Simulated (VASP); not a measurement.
Runs of VASP 6.6.1 on Mg2O (antifluorite type). The structure is that of space group Fm-3m (No. 225), or close to it. The cells are those of the table. 

```tsv
cell	gap on the mesh (eV)	pressure (GPa)
a = 3.988 Å, angles 60.0°, 3 atoms	0.11	-0.3
a = 3.961 Å, angles 60.0°, 3 atoms	0.13	(a)
a = 4.040 Å, angles 60.0°, 3 atoms	-	-2.4
a = 3.934 Å, angles 60.0°, 3 atoms	0.16	2.2
a = 3.906 Å, angles 60.0°, 3 atoms	(b)	3.7
a = 4.014 Å, angles 60.0°, 3 atoms	0.05	-1.4
a = 4.066 Å, angles 60.0°, 3 atoms	0.03	(c)
```

Alike in all rows: task single point; level PBE; potentials or basis VASP PAW PBE potentials, release 64 (Mg, O); no spin polarisation; k mesh 17 × 17 × 17; cutoff (eV) 520; smearing fermi-dirac 0.0612256 eV.

Estimate the missing entries.

(a) 0.9; (b) 0.20; (c) -3.3.

Caveats: an odd mesh through Γ misses points on the zone boundary, where band edges can lie (at least some runs); the cell stands under pressure (at least some runs); the cell stands under tension (at least some runs).
